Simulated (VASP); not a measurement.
Write the native input for VASP 6.6.1 that does the following.

| Quantity | Value |
| --- | --- |
| Task | single point |
| Functional | LDA |
| Potentials or basis | VASP PAW LDA potentials, release 64 (Pt) |
| Cutoff | 520 eV |
| k mesh | 22 × 22 × 22 |
| Occupations | gaussian, width 0.15 eV |
| Spin | no spin polarisation |
| Dipole correction | no |
| Further INCAR settings | ALGO = Fast; EDIFF = 1e-06; NBANDS = 11 |

The structure of Pt lies in POSCAR:

```
Pt
1.0
    0.0000000000      2.2410300770      1.6455883855
    2.2410300770      0.0000000000      1.6455883855
    2.2410300770      2.2410300770      0.0000000000
Pt
1
Direct
    0.0000000000      0.0000000000      0.0000000000
```

This cell differs from its parent crystal: volume 16.529 Å^3 an atom, c/a of the conventional cell 0.7343.

One way to write it, as run:

INCAR

```
SYSTEM = Pt
PREC     = Accurate       ! precision mode
ENCUT    = 520            ! plane-wave cutoff, eV
EDIFF    = 1E-6           ! SCF threshold, eV
ISMEAR   = 0              ! smearing method
SIGMA    = 0.15           ! smearing width, eV
LREAL    = .False.        ! projectors in reciprocal space
LASPH    = .True.         ! aspherical terms in the spheres
NELM     = 80             ! most SCF steps
ALGO     = Fast           ! electronic algorithm
ISIF     = 2              ! what is computed and relaxed
LWAVE    = .False.        ! write WAVECAR
LCHARG   = .False.        ! write CHGCAR
NBANDS   = 11             ! bands
```

KPOINTS

```
Automatic mesh
0
Gamma
  22 22 22
  0 0 0
```

Potentials or basis: VASP PAW LDA potentials, release 64 (Pt).

Launch:

```bash
$ cat potpaw_LDA.64/Pt/POTCAR > POTCAR
$ mpirun -np 1 vasp_std > vasp.out
```

Results of the run:

```
Pressure               : -22.6 GPa
Band gap on the k mesh : zero (band 5 reaches 10.24 eV, above the bottom of band 6 at 8.24 eV)
```

Caveat: spin-orbit coupling is left out, which moves the levels of the heavy elements.

Wall time 81 s on 1 thread of AMD EPYC 9R45 96-Core Processor (Zen 5) (shared host), peak memory 0.23 GiB.
